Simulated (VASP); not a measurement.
# NaI (zincblende type) (F-43m) in VASP: a series of runs

NaI (zincblende type) is run at these levels: PBEsol, PBE; tasks: single point, relaxation of cell and atoms.

Everything below comes from runs of VASP 6.6.1. Logs are shortened: lines on timing, memory, paths and dates and some standing lists are left out, and cuts for length are marked.

## (1) The cell of the first run

Symmetry: F-43m, No. 216, cubic system. The conventional cell has a = 7.163 Å, b = 7.163 Å, c = 7.163 Å, α = 90.00°, β = 90.00°, γ = 90.00°. Na (site symmetry -43m) has 4 I at 3.10 Å within 4.1 Å. Within 4.1 Å of I (site symmetry -43m) lie 4 Na at 3.10 Å.

## (2) Single point, PBEsol

File INCAR:

```
SYSTEM = NaI
PREC = Accurate
ENCUT = 520
EDIFF = 1E-7
ISMEAR = -1
SIGMA = 0.05
LREAL = .False.
LASPH = .True.
NELM = 100
ALGO = Normal
ISIF = 2
LWAVE = .False.
LCHARG = .False.
GGA = PS
NBANDS = 14
```

File KPOINTS:

```
Automatic mesh
0
Gamma
  10 10 10
  0 0 0
```

File POSCAR:

```
NaI
1.0
    0.0000000000      3.5813786338      3.5813786338
    3.5813786338      0.0000000000      3.5813786338
    3.5813786338      3.5813786338      0.0000000000
Na I
1 1
Direct
    0.0000000000      0.0000000000      0.0000000000
    0.2500000000      0.2500000000      0.2500000000
```

Potentials or basis: VASP PAW PBE potentials, release 64 (Na_pv, I).

On the command line:

```bash
> cat potpaw_PBE.64/Na_pv/POTCAR potpaw_PBE.64/I/POTCAR > POTCAR
> mpirun -np 1 vasp_std > vasp.out
```

OUTCAR:

```text
SYSTEM = NaI
   PREC = Accurate
   ENCUT = 520
   EDIFF = 1E-7
   ISMEAR = -1
   LREAL = .False.
   LASPH = .True.
   NELM = 100
   ISIF = 2
   GGA = PS

 ion  position               nearest neighbor table
   1  0.000  0.000  0.000-   2 3.10   2 3.10   2 3.10   2 3.10
   2  0.250  0.250  0.250-   1 3.10   1 3.10   1 3.10   1 3.10

  LATTYP: Found a face centered cubic cell.
 ALAT       =     7.1627572676

  Lattice vectors:

 A1 = (   0.0000000000,   3.5813786338,   3.5813786338)
 A2 = (   3.5813786338,   0.0000000000,   3.5813786338)
 A3 = (   3.5813786338,   3.5813786338,   0.0000000000)

Analysis of symmetry for initial positions (statically):
=====================================================================
 Subroutine PRICEL returns:
 Original cell was already a primitive cell.

 Routine SETGRP: Setting up the symmetry group for a
 face centered cubic supercell.

 Subroutine GETGRP returns: Found 24 space group operations
 (whereof 24 operations were pure point group operations)
 out of a pool of 48 trial point group operations.

The static configuration has the point symmetry T_d .

Analysis of symmetry for dynamics (positions and initial velocities):
=====================================================================
 Subroutine PRICEL returns:
 Original cell was already a primitive cell.

 Routine SETGRP: Setting up the symmetry group for a
 face centered cubic supercell.

 Subroutine GETGRP returns: Found 24 space group operations
 (whereof 24 operations were pure point group operations)
 out of a pool of 48 trial point group operations.

The dynamic configuration has the point symmetry T_d .

 Subroutine INISYM returns: Found 24 space group operations
 (whereof 24 operations are pure point group operations),
 and found     1 'primitive' translations

----------------------------------------------------------------------------------------

                                     Primitive cell

  volume of cell :      91.8715

  direct lattice vectors                    reciprocal lattice vectors
     0.000000000  3.581378634  3.581378634    -0.139611041  0.139611041  0.139611041
     3.581378634  0.000000000  3.581378634     0.139611041 -0.139611041  0.139611041
     3.581378634  3.581378634  0.000000000     0.139611041  0.139611041 -0.139611041

  length of vectors
     5.064834236  5.064834236  5.064834236     0.241813417  0.241813417  0.241813417

  position of ions in fractional coordinates (direct lattice)
     0.000000000  0.000000000  0.000000000
     0.250000000  0.250000000  0.250000000

  ion indices of the primitive-cell ions
   primitive index   ion index
                 1           1
                 2           2

----------------------------------------------------------------------------------------

 KPOINTS: Automatic mesh

Automatic generation of k-mesh.
 Grid dimensions read from file:
 generate k-points for:   10   10   10

 Generating k-lattice:

  Cartesian coordinates                     Fractional coordinates (reciprocal lattice)
    -0.013961104  0.013961104  0.013961104     0.100000000  0.000000000  0.000000000
     0.013961104 -0.013961104  0.013961104     0.000000000  0.100000000  0.000000000
     0.013961104  0.013961104 -0.013961104     0.000000000  0.000000000  0.100000000

  Length of vectors
     0.024181342  0.024181342  0.024181342

  Shift w.r.t. Gamma in fractional coordinates (k-lattice)
     0.000000000  0.000000000  0.000000000

 Subroutine IBZKPT returns following result:
 ===========================================

 Found     47 irreducible k-points:

 Following reciprocal coordinates:
            Coordinates               Weight
  0.000000  0.000000  0.000000      1.000000
  0.100000  0.000000  0.000000      8.000000
  0.200000  0.000000  0.000000      8.000000
  0.300000  0.000000  0.000000      8.000000
  0.400000  0.000000  0.000000      8.000000
  0.500000  0.000000  0.000000      4.000000
[... 16 lines left out ...]
  0.300000  0.300000  0.000000      6.000000
  0.400000  0.300000  0.000000     24.000000
 [... further k-points ...]
   k-points           NKPTS =     47   k-points in BZ     NKDIM =     47   number of bands    NBANDS=     14
   number of dos      NEDOS =    301   number of ions     NIONS =      2
   total plane-waves  NPLWV =  64000
   dimension x,y,z NGX =    40 NGY =   40 NGZ =   40
   dimension x,y,z NGXF=    80 NGYF=   80 NGZF=   80
   ions per type =               1   1
   NGX,Y,Z   is equivalent  to a cutoff of  13.13, 13.13, 13.13 a.u.
   NGXF,Y,Z  is equivalent  to a cutoff of  26.26, 26.26, 26.26 a.u.
 SYSTEM =  NaI
   PREC   = accura    normal or accurate (medium, high low for compatibility)
   ISTART =      0    job   : 0-new  1-cont  2-samecut
   ICHARG =      2    charge: 1-file 2-atom 10-const
   ISPIN  =      1    spin polarized calculation?
   LNONCOLLINEAR =      F non collinear calculations
   LSORBIT =      F    spin-orbit coupling
   LASPH  =      T    aspherical Exc in radial PAW
   ENCUT  =  520.0 eV  38.22 Ry    6.18 a.u.   9.42  9.42  9.42*2*pi/ulx,y,z
   NELM   =    100;   NELMIN=  2; NELMDL= -5     # of ELM steps
   EDIFF  = 0.1E-06   stopping-criterion for ELM
   LREAL  =      F    real-space projection
   EDIFFG = 0.1E-05   stopping-criterion for IOM
   NSW    =      0    number of steps for IOM
   IBRION =     -1    ionic relax: 0-MD 1-quasi-New 2-CG
   NFREE  =      0    steps in history (QN), initial steepest desc. (CG)
   ISIF   =      2    stress and relaxation
   ISYM   =      2    0-nonsym 1-usesym 2-fastsym
   POTIM  = 0.5000    time-step for ionic-motion
   TEBEG  =    0.0;   TEEND  =   0.0 temperature during run
   PSTRESS=    0.0 pullay stress
   NELECT =      14.0000    total number of electrons
   NUPDOWN=      -1.0000    fix difference up-down
   EMIN   =  10.00;   EMAX   =-10.00  energy-range for DOS
   EFERMI =   0.00;   METHOD = LEGACY
   ISMEAR =    -1;   SIGMA  =   0.05  broadening in eV -4-tet -1-fermi 0-gaus
   EFERMI_NEDOS =   21; number of points for ismear=-14 and -15
   IALGO  =     38    algorithm
   IMIX   =      4    mixing-type and parameters
     AMIX     =   0.40;   BMIX     =  1.00
     AMIX_MAG =   1.60;   BMIX_MAG =  1.00
  volume/ion in A,a.u.               =      45.94       309.99
  Fermi-wavevector in a.u.,A,eV,Ry     =   0.874428  1.652429 10.403340  0.764624
  Thomas-Fermi vector in A             =   1.993957
   LORBIT       =      0    0 simple, 1 ext, 2 COOP (PROOUT), +10 PAW based schemes
   GGA     = PS    functional components
   LHFCALC =     F    Hartree Fock is set to
   AEXX    =    0.0000 exact exchange contribution
   IVDW    =     0    specifies the selected vdW correction
   LEPSILON=     F    determine dielectric tensor
   LRPA    =     F    only Hartree local field effects (RPA)
 non-spin polarized calculation
  energy-cutoff  :      520.00
  volume of cell :       91.87
 maximum number of plane-waves:      2501
 NGX is ok and might be reduce to    40
   NGX = 19   NGY = 19   NGZ = 19

 number of electron      13.9999995 magnetization

 Free energy of the ion-electron system (eV)
  ---------------------------------------------------
  ext. energy  EPLUGINS =         0.00000000
  ---------------------------------------------------
  free energy    TOTEN  =        -5.49078801 eV

  energy without entropy =       -5.49078801  energy(sigma->0) =       -5.49078801

 E-fermi :  -0.2023     XC(G=0):  -6.4576

 val. band max:       -1.3310213551   @ k =   0.0000   0.0000   0.0000
 cond. band min:       2.3501631067   @ k =   0.0000   0.0000   0.0000
 fundamental gap:      3.6811844618
 Fermi energy:        -0.2023349148

 k-point     1 :       0.0000    0.0000    0.0000
  band No.  band energies     occupation
      1     -23.3197      2.00000
      2     -23.3197      2.00000
      3     -23.3197      2.00000
      4     -11.7533      2.00000
      5      -1.3310      2.00000
      6      -1.3310      2.00000
      7      -1.3310      2.00000
      8       2.3502      0.00000
      9       6.4678      0.00000
     10       6.4678      0.00000
     11       6.4678      0.00000
     12       8.2498      0.00000
     13       8.2498      0.00000
     14       9.4635      0.00000

 k-point     2 :       0.1000    0.0000    0.0000
  band No.  band energies     occupation
      1     -23.3199      2.00000
      2     -23.3197      2.00000
      3     -23.3197      2.00000
      4     -11.7424      2.00000
      5      -1.4834      2.00000
      6      -1.3438      2.00000
      7      -1.3438      2.00000
      8       2.5782      0.00000
      9       6.2985      0.00000
     10       6.5399      0.00000
     11       6.5399      0.00000
     12       8.0189      0.00000
     13       8.0189      0.00000
     14       9.5740      0.00000

 k-point     3 :       0.2000    0.0000    0.0000
  band No.  band energies     occupation
      1     -23.3205      2.00000
      2     -23.3198      2.00000
      3     -23.3198      2.00000
      4     -11.7137      2.00000
      5      -1.8242      2.00000
      6      -1.3767      2.00000
      7      -1.3767      2.00000
      8       3.1076      0.00000
      9       6.0171      0.00000
     10       6.6238      0.00000
     11       6.6238      0.00000
     12       7.8428      0.00000
     13       7.8428      0.00000
     14       9.0926      0.00000
[... 324 lines left out ...]
 k-point    23 :       0.3000    0.3000    0.0000
  band No.  band energies     occupation
      1     -23.3213      2.00000
      2     -23.3202      2.00000
      3     -23.3202      2.00000
      4     -11.6530      2.00000
      5      -2.1353      2.00000
      6      -1.5885      2.00000
      7      -1.5885      2.00000
      8       3.9101      0.00000
      9       5.1799      0.00000
     10       6.2433      0.00000
     11       7.6113      0.00000
     12       7.6113      0.00000
     13       9.1426      0.00000
     14      11.4441      0.00000

 k-point    24 :       0.4000    0.3000    0.0000
  band No.  band energies     occupation
      1     -23.3216      2.00000
      2     -23.3203      2.00000
      3     -23.3202      2.00000
      4     -11.6296      2.00000
      5      -2.2594      2.00000
      6      -1.6741      2.00000
      7      -1.6279      2.00000
      8       4.0502      0.00000
      9       5.1015      0.00000
     10       6.2971      0.00000
     11       7.7351      0.00000
     12       8.1223      0.00000
     13       9.6550      0.00000
     14      10.6676      0.00000

 [... further k-points ...]
[... 5 lines left out ...]
  --------------------------------------------------------------------------------------
  -------------------------------------------------------------------------------------
  Total       -0.2384414     -0.2384414     -0.2384414      0.0000000      0.0000000      0.0000000
  in kB       -4.1582590     -4.1582590     -4.1582590      0.0000000      0.0000000      0.0000000
  external PRESSURE =      -4.1582590 kB  Pullay stress =       0.0000000 kB

 VOLUME and BASIS-vectors are now :
 -----------------------------------------------------------------------------
  energy-cutoff  :      520.00
  volume of cell :       91.87
      direct lattice vectors                 reciprocal lattice vectors
     0.000000000  3.581378634  3.581378634    -0.139611041  0.139611041  0.139611041
     3.581378634  0.000000000  3.581378634     0.139611041 -0.139611041  0.139611041
     3.581378634  3.581378634  0.000000000     0.139611041  0.139611041 -0.139611041

 POSITION                                       TOTAL-FORCE (eV/Angst)
 -----------------------------------------------------------------------------------
      0.00000      0.00000      0.00000         0.000000     -0.000000      0.000000
      1.79069      1.79069      1.79069        -0.000000      0.000000     -0.000000
 -----------------------------------------------------------------------------------
    total drift:                               -0.000000     -0.000000     -0.000000

  FREE ENERGIE OF THE ION-ELECTRON SYSTEM (eV)
  ---------------------------------------------------
  free  energy   TOTEN  =        -5.4907880087 eV

  energy  without entropy=       -5.4907880087  energy(sigma->0) =       -5.49078801
```

Run time: 41 s. Hardware: 1 thread of Intel Xeon Platinum 8488C (Sapphire Rapids), shared host; peak memory 0.25 GiB.

Results:

```
Free energy            : -5.4908 eV
Pressure               : -0.4 GPa
Band gap on the k mesh : 3.68 eV, direct
```

Levels at points of the mesh, in eV from the valence-band top:
| k point | band 4 | band 5 | band 6 | band 7 | band 8 | band 9 | band 10 | band 11 |
| --- | --- | --- | --- | --- | --- | --- | --- | --- |
| (0.00, 0.00, 0.00) | -10.42 | 0.00 | 0.00 | 0.00 | 3.68 | 7.80 | 7.80 | 7.80 |
| (0.50, 0.00, 0.00) | -10.31 | -1.17 | -0.13 | -0.13 | 5.30 | 7.50 | 7.58 | 7.58 |
| (0.50, 0.50, 0.00) | -10.27 | -1.09 | -0.38 | -0.38 | 5.11 | 6.12 | 8.77 | 10.21 |

Caveat: the PAW data sets were made with another functional, which shifts forces and pressure a little; spin-orbit coupling is left out, which moves the levels of the heavy elements.

## (3) Single point, PBE

File INCAR:

```
ALGO     = Normal         # electronic algorithm
EDIFF    = 1E-6           # SCF threshold, eV
ENCUT    = 520            # plane-wave cutoff, eV
GGA      = PE             # functional
ISIF     = 2              # what is computed and relaxed
ISMEAR   = -1             # smearing method
LASPH    = T              # aspherical terms in the spheres
LCHARG   = T              # write CHGCAR
LELF     = T              # ELF
LREAL    = F              # projectors in reciprocal space
LVHAR    = T            
LWAVE    = F              # write WAVECAR
NBANDS   = 14             # bands
NELM     = 60             # most SCF steps
PREC     = Accurate       # precision mode
SIGMA    = 0.05           # smearing width, eV
```

File KPOINTS:

```
k-points
0
Gamma
  10 10 10
```

POSCAR is that of step 2.

Potentials or basis: VASP PAW PBE potentials, release 64 (Na_pv, I).

On the command line:

```bash
> cat potpaw_PBE.64/Na_pv/POTCAR potpaw_PBE.64/I/POTCAR > POTCAR
> mpirun -np 1 vasp_std > vasp.out
```

Run time: 38 s. Hardware: 1 thread of Intel Xeon Platinum 8488C (Sapphire Rapids), shared host; peak memory 0.26 GiB.

It converged, with:

```yaml
Free_energy: -5.2938 eV
Pressure: 0.0 GPa
Band_gap_on_the_k_mesh: 3.77 eV, direct
```

Levels at points of the mesh, in eV from the valence-band top:
| k point | band 5 | band 6 | band 7 | band 8 | band 9 | band 10 |
| --- | --- | --- | --- | --- | --- | --- |
| (0.00, 0.00, 0.00) | 0.00 | 0.00 | 0.00 | 3.77 | 7.84 | 7.84 |
| (0.50, 0.00, 0.00) | -1.16 | -0.13 | -0.13 | 5.35 | 7.60 | 7.63 |
| (0.50, 0.50, 0.00) | -1.07 | -0.38 | -0.38 | 5.20 | 6.16 | 8.84 |

Caveat: spin-orbit coupling is left out, which moves the levels of the heavy elements. Expect the measured gap to be larger: semilocal functionals such as PBE lack the derivative discontinuity.

## (4) Single point, PBE

File INCAR:

```
  PREC = Accurate
  ENCUT = 520
  EDIFF = 1E-7
  ISMEAR = -1
  SIGMA = 0.05
  LREAL = False
  LASPH = True
  NELM = 100
  ALGO = Normal
  ISIF = 2
  LWAVE = False
  LCHARG = True
  GGA = PE
  LELF = True
  LVHAR = True
  NBANDS = 14
```

File KPOINTS:

```
regular mesh
0
Gamma
  10 10 10
```

File POSCAR:

```
NaI
1.0
    0.0000000000      3.5813786433      3.5813786433
    3.5813786433      0.0000000000      3.5813786433
    3.5813786433      3.5813786433      0.0000000000
Na I
1 1
Direct
    0.0000000000      0.0000000000      0.0000000000
    0.2500000000      0.2500000000      0.2500000000
```

Potentials or basis: VASP PAW PBE potentials, release 64 (Na_pv, I).

On the command line:

```bash
> cat potpaw_PBE.64/Na_pv/POTCAR potpaw_PBE.64/I/POTCAR > POTCAR
> mpirun -np 1 vasp_std > vasp.out
```

OUTCAR:

```text
PREC = Accurate
   ENCUT = 520
   EDIFF = 1E-7
   ISMEAR = -1
   LREAL = False
   LASPH = True
   NELM = 100
   ISIF = 2
   GGA = PE

 ion  position               nearest neighbor table
   1  0.000  0.000  0.000-   2 3.10   2 3.10   2 3.10   2 3.10
   2  0.250  0.250  0.250-   1 3.10   1 3.10   1 3.10   1 3.10

  LATTYP: Found a face centered cubic cell.
 ALAT       =     7.1627572866

  Lattice vectors:

 A1 = (   0.0000000000,   3.5813786433,   3.5813786433)
 A2 = (   3.5813786433,   0.0000000000,   3.5813786433)
 A3 = (   3.5813786433,   3.5813786433,   0.0000000000)

Analysis of symmetry for initial positions (statically):
=====================================================================
 Subroutine PRICEL returns:
 Original cell was already a primitive cell.

 Routine SETGRP: Setting up the symmetry group for a
 face centered cubic supercell.

 Subroutine GETGRP returns: Found 24 space group operations
 (whereof 24 operations were pure point group operations)
 out of a pool of 48 trial point group operations.

The static configuration has the point symmetry T_d .

[... 174 lines left out ...]
      6      -1.2593      2.00000
      7      -1.2593      2.00000
      8       2.5093      0.00000
      9       6.5852      0.00000
     10       6.5852      0.00000
     11       6.5852      0.00000
     12       8.3482      0.00000
     13       8.3482      0.00000
     14       9.5743      0.00000
[... 377 lines left out ...]
      1     -23.4107      2.00000
      2     -23.4094      2.00000
      3     -23.4094      2.00000
      4     -11.5283      2.00000
      5      -2.1759      2.00000
      6      -1.5974      2.00000
      7      -1.5519      2.00000
      8       4.2079      0.00000
      9       5.2072      0.00000
     10       6.4369      0.00000
     11       7.8566      0.00000
     12       8.2516      0.00000
     13       9.7417      0.00000
     14      10.7853      0.00000

 [... further k-points ...]

------------------------ aborting loop because EDIFF is reached ----------------------------------------

  FORCE on cell =-STRESS in cart. coord.  units (eV):
  Direction    XX          YY          ZZ          XY          YZ          ZX
  --------------------------------------------------------------------------------------
  -------------------------------------------------------------------------------------
  Total        0.0090071      0.0090071      0.0090071     -0.0000000      0.0000000     -0.0000000
  in kB        0.1570786      0.1570786      0.1570786     -0.0000000      0.0000000     -0.0000000
  external PRESSURE =       0.1570786 kB  Pullay stress =       0.0000000 kB

 VOLUME and BASIS-vectors are now :
 -----------------------------------------------------------------------------
  energy-cutoff  :      520.00
  volume of cell :       91.87
      direct lattice vectors                 reciprocal lattice vectors
     0.000000000  3.581378643  3.581378643    -0.139611041  0.139611041  0.139611041
     3.581378643  0.000000000  3.581378643     0.139611041 -0.139611041  0.139611041
     3.581378643  3.581378643  0.000000000     0.139611041  0.139611041 -0.139611041

 POSITION                                       TOTAL-FORCE (eV/Angst)
 -----------------------------------------------------------------------------------
      0.00000      0.00000      0.00000        -0.000000     -0.000000     -0.000000
      1.79069      1.79069      1.79069         0.000000      0.000000      0.000000
 -----------------------------------------------------------------------------------
    total drift:                                0.000001      0.000001      0.000001

  FREE ENERGIE OF THE ION-ELECTRON SYSTEM (eV)
  ---------------------------------------------------
  free  energy   TOTEN  =        -5.2938279116 eV

  energy  without entropy=       -5.2938279115  energy(sigma->0) =       -5.29382791
```

stdout:

```text
POSCAR found type information on POSCAR NaI
 POSCAR found :  2 types and       2 ions
 scaLAPACK will be used
 LDA part: xc-table for (Slater+PW92), standard interpolation
 POSCAR, INCAR and KPOINTS ok, starting setup
 FFT: planning ... GRIDC
 FFT: planning ... GRID_SOFT
 FFT: planning ... GRID
 WAVECAR not read
 entering main loop
```

Wall time 40 s (1 thread of Intel Xeon 6975P-C (Granite Rapids), shared host); peak memory 0.25 GiB.

Results:

```
Free energy            : -5.2938 eV
Pressure               : 0.0 GPa
Band gap on the k mesh : 3.77 eV, direct
```

Levels at points of the mesh, in eV from the valence-band top:
```csv
k point,band 5,band 6,band 7,band 8,band 9,band 10
"(0.00, 0.00, 0.00)",0.00,0.00,0.00,3.77,7.84,7.84
"(0.50, 0.00, 0.00)",-1.16,-0.13,-0.13,5.35,7.60,7.63
"(0.50, 0.50, 0.00)",-1.07,-0.38,-0.38,5.20,6.16,8.84
```

Caveat: spin-orbit coupling is left out, which moves the levels of the heavy elements. As with any semilocal functional, this PBE gap is likely too small.

[end of part 1 of 2]
